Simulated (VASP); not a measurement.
Set up this calculation in VASP 6.6.1, as the native input.

- Task: single point
- Functional: PBEsol
- Potentials or basis: VASP PAW PBE potentials, release 64 (Sb_d_GW, Mn_sv)
- Cutoff: 680 eV
- k mesh: 6 × 6 × 4
- Occupations: fermi-dirac, width 0.05 eV
- Spin: collinear spin, ferromagnetic start
- Starting moments: [0.0, 0.0, 4.0, 4.0] μB
- Fixed moment: 8 μB
- Dipole correction: no
- Further INCAR settings: ALGO = Normal; EDIFF = 1e-06; NBANDS = 42

The structure of MnSb lies in POSCAR:

```
MnSb
1.0
    4.1500000000      0.0000000000      0.0000000000
   -2.0750000000      3.5940054257      0.0000000000
    0.0000000000      0.0000000000      5.7800000000
Sb Mn
2 2
Direct
    0.6666666667      0.3333333333      0.7500000000
    0.3333333333      0.6666666667      0.2500000000
    0.0000000000      0.0000000000      0.5000000000
    0.0000000000      0.0000000000      0.0000000000
```

The input as run:

INCAR

```
PREC = Accurate
ENCUT = 680
EDIFF = 1E-6
ISMEAR = -1
SIGMA = 0.05
LREAL = False
LASPH = True
NELM = 200
ALGO = Normal
ISIF = 2
LWAVE = False
LCHARG = False
ISPIN = 2
MAGMOM = 0 0 4 4
LORBIT = 11
NUPDOWN = 8.0
LMAXMIX = 4
GGA = PS
NBANDS = 42
GGA_COMPAT = False
```

KPOINTS

```
Automatic mesh
0
Gamma
  6 6 4
```

Potentials or basis: VASP PAW PBE potentials, release 64 (Sb_d_GW, Mn_sv).

Launch:

```bash
$ cat potpaw_PBE.64/Sb_d_GW/POTCAR potpaw_PBE.64/Mn_sv/POTCAR > POTCAR
$ mpirun -np 1 vasp_std > vasp.out
```

Results of the run:

```yaml
Pressure: -2.2 GPa
Net_moment: 8.00 μB per cell
Site_moments: Sb -0.02; Mn +3.57 μB
Valence_electrons_inside_the_program's_atomic_spheres: Sb 12.80; Mn 12.85
```

Caveat: the PAW data sets were made with another functional, which shifts forces and pressure a little; the total moment is fixed, so each spin has its own Fermi level and the state may be an excited one; the run started ferromagnetic, and an antiferromagnetic order may lie lower in energy.

Wall time 11 min on 1 thread of Intel(R) Xeon(R) Platinum 8375C CPU @ 2.90GHz (Ice Lake) (shared host), peak memory 0.39 GiB.
